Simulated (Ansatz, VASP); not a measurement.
Two plane-wave programs on Pb

The input INCAR:

```
ALGO = Normal
EDIFF = 1E-6
EDIFFG = -0.04
ENCUT = 600
GGA = PS
IBRION = 2
ISIF = 3
ISMEAR = 0
LASPH = T
LCHARG = F
LREAL = F
LWAVE = F
NELM = 100
NSW = 90
PREC = Accurate
SIGMA = 0.1
```

Contents of KPOINTS:

```
k-points
0
Gamma
  6 6 6
```

Contents of POSCAR:

```
Pb
1.0
    5.6101997109      0.0000000000      0.0000000000
   -2.8050998554      4.8585754699      0.0000000000
    0.0000000000      0.0000000000      3.3249464229
Pb
3
Direct
    0.0000000000      0.0000000000      0.0000000000
    0.3333333333      0.6666666667      0.5000000000
    0.6666666667      0.3333333333      0.5000000000
```

Input for Ansatz:

```yaml
crystal:
  lattice:
    - [5.6101997109, 0.0, 0.0]
    - [-2.8050998554, 4.8585754699, 0.0]
    - [0.0, 0.0, 3.3249464229]
  atoms:
    - { symbol: Pb, position: [0.0, 0.0, 0.0] }
    - { symbol: Pb, position: [0.3333333333, 0.6666666667, 0.5] }
    - { symbol: Pb, position: [0.6666666667, 0.3333333333, 0.5] }
basis:
  ecutwfc: 420
kpoints:
  mp_grid: { grid: [6, 6, 6] }
hamiltonian:
  xc: pbesol
scf:
  occupations: { method: gaussian, width: 0.1 }
  lower_state_search: "off"
output:
  forces: true
  stress: true
  eigenvalues: true
relax:
  adjacent_minimum: "off"
  f_tol: 0.04
  max_steps: 70
  cell: { stress_tol: 0.4 }
```

Alike in both runs: task relaxation of cell and atoms; functional PBEsol; k mesh 6 × 6 × 6; occupations gaussian, width 0.1 eV; no spin polarisation.

|  | VASP | Ansatz |
| --- | --- | --- |
| version | VASP 6.6.1 | Ansatz 0.2.0 |
| potentials or method | VASP PAW PBE potentials, release 64 (Pb_d), cutoff 600 eV | scalar-relativistic, plane waves, PAW |
| valence electrons in the cell | 42 | 42 |

Ansatz gave:

| Quantity | Value |
| --- | --- |
| gap on the k mesh at the Fermi level, each at its own relaxed structure (eV) | none |
| relaxed volume (Å³/atom) | 29.82 |
| relaxed cell length with the largest relative difference (Å) | 5.591 |

**Question.** What did VASP give for the same quantities?

**Answer.** gap on the k mesh at the Fermi level, each at its own relaxed structure (eV): none; relaxed volume (Å³/atom): 29.79; relaxed cell length with the largest relative difference (Å): 5.587.

VASP's potentials were made for PBE, not for PBEsol. A gap of «none» marks a metal or a gap that the smearing closes.

Spin-orbit coupling is off throughout.
